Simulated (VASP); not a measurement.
Crystal: MgBe2SeS2.

```
Mg Be Se S
1.0
     4.26595    0.00000    0.00000
    -2.13297    3.69442    0.00000
     0.00000    0.00000    4.99938
Mg Be Se S
1 2 1 2
Direct
  0.00000 0.00000 0.50000
  0.66667 0.33333 0.50000
  0.00000 0.00000 0.00000
  0.33333 0.66667 0.00000
  0.33333 0.66667 0.50000
  0.66667 0.33333 0.00000
```

| Item | Value |
| --- | --- |
| Program | VASP 6.6.1 |
| Task | relaxation of cell and atoms |
| Functional | PBE |
| Potentials or basis | VASP PAW PBE potentials, release 64 (Mg, Be, Se, S) |
| Cutoff | 600 eV |
| k mesh | 6 × 6 × 4 |
| Occupations | gaussian, width 0.1 eV |
| Spin | no spin polarisation |

At the start: pressure 18.7 GPa; volume 13.13 Å³/atom.

Question: Where does the relaxation end?

Answer: Over 5 steps the energy falls by 188.5 meV/atom and the volume is 16.04 Å³/atom (+22.2 %); space group P-6m2 (No. 187, to 0.05 Å).

The path:
| step | energy change (eV) | largest force (eV/Å) | pressure (GPa) | volume (Å³) |
| --- | --- | --- | --- | --- |
| 1 | 0.0000 | 0.0000 | 18.72 | 78.79 |
| 2 | -1.1208 | 0.0000 | -0.70 | 97.33 |
| 3 | -1.1290 | 0.0000 | 0.51 | 95.35 |
| 4 | -1.1290 | 0.0000 | 0.29 | 95.70 |
| 5 | -1.1312 | 0.0000 | -0.15 | 96.26 |

Final structure:
```cif
data_structure
_symmetry_space_group_name_H-M 'P 1'
_symmetry_Int_Tables_number 1
_cell_length_a 4.6839
_cell_length_b 4.6839
_cell_length_c 5.0664
_cell_angle_alpha 90.000
_cell_angle_beta 90.000
_cell_angle_gamma 120.000
_cell_volume 96.26
loop_
_atom_site_label
_atom_site_type_symbol
_atom_site_fract_x
_atom_site_fract_y
_atom_site_fract_z
_atom_site_occupancy
Mg1 Mg 0.00000 0.00000 0.50000 1
Be1 Be 0.66667 0.33333 0.50000 1
Be2 Be 0.00000 0.00000 0.00000 1
Se1 Se 0.33333 0.66667 0.00000 1
S1 S 0.33333 0.66667 0.50000 1
S2 S 0.66667 0.33333 0.00000 1
```

Caveat: the volume moved by over 15 % at a fixed basis, so the end points are rough.
